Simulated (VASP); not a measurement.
Input of a VASP 6.6.1 run:

File INCAR:

```
PREC     = Accurate       # precision mode
ENCUT    = 600            # plane-wave cutoff, eV
EDIFF    = 1E-6           # SCF threshold, eV
ISMEAR   = -1             # smearing method
SIGMA    = 0.05           # smearing width, eV
LREAL    = False          # projectors in reciprocal space
LASPH    = True           # aspherical terms in the spheres
NELM     = 80             # most SCF steps
ALGO     = Normal         # electronic algorithm
ISIF     = 3              # what is computed and relaxed
LWAVE    = False          # write WAVECAR
LCHARG   = False          # write CHGCAR
GGA      = PS             # functional
IVDW     = 13             # dispersion correction
IBRION   = 2              # ionic algorithm
NSW      = 60             # ionic steps
EDIFFG   = -0.01          # ionic threshold
```

Contents of KPOINTS:

```
regular mesh
0
Gamma
  8 8 8
```

POSCAR

```
PbF2
1.0
    0.0000000000      2.9636600000      2.9636600000
    2.9636600000      0.0000000000      2.9636600000
    2.9636600000      2.9636600000      0.0000000000
Pb F
1 2
Direct
    0.0000000000      0.0000000000      0.0000000000
    0.7500000000      0.7500000000      0.7500000000
    0.2500000000      0.2500000000      0.2500000000
```

Potentials or basis: VASP PAW PBE potentials, release 64 (Pb_d, F).

The run is started by

```sh
$ cat potpaw_PBE.64/Pb_d/POTCAR potpaw_PBE.64/F/POTCAR > POTCAR
$ mpirun -np 1 vasp_std > vasp.out
```

Task: What does it give for the band gap on the k mesh?

Result: 4.30 eV (least direct gap 4.45 eV).

Task: What does it give for the dispersion energy per atom?

Result: -0.105 eV.

The path:
| step | energy change (eV) | largest force (eV/Å) | pressure (GPa) | volume (Å³) |
| --- | --- | --- | --- | --- |
| 1 | 0.0000 | 0.0000 | -0.35 | 52.06 |
| 2 | -0.0008 | 0.0000 | -0.56 | 51.78 |
| 3 | -0.0038 | 0.0000 | -0.31 | 50.92 |
| 4 | 0.0053 | 0.0000 | 2.26 | 49.25 |
| 5 | -0.0041 | 0.0000 | -0.08 | 50.71 |

Caveat: the PAW data sets were made with another functional, which shifts forces and pressure a little; spin-orbit coupling is left out, which moves the levels of the heavy elements. As with any semilocal functional, this PBEsol gap is likely too small.
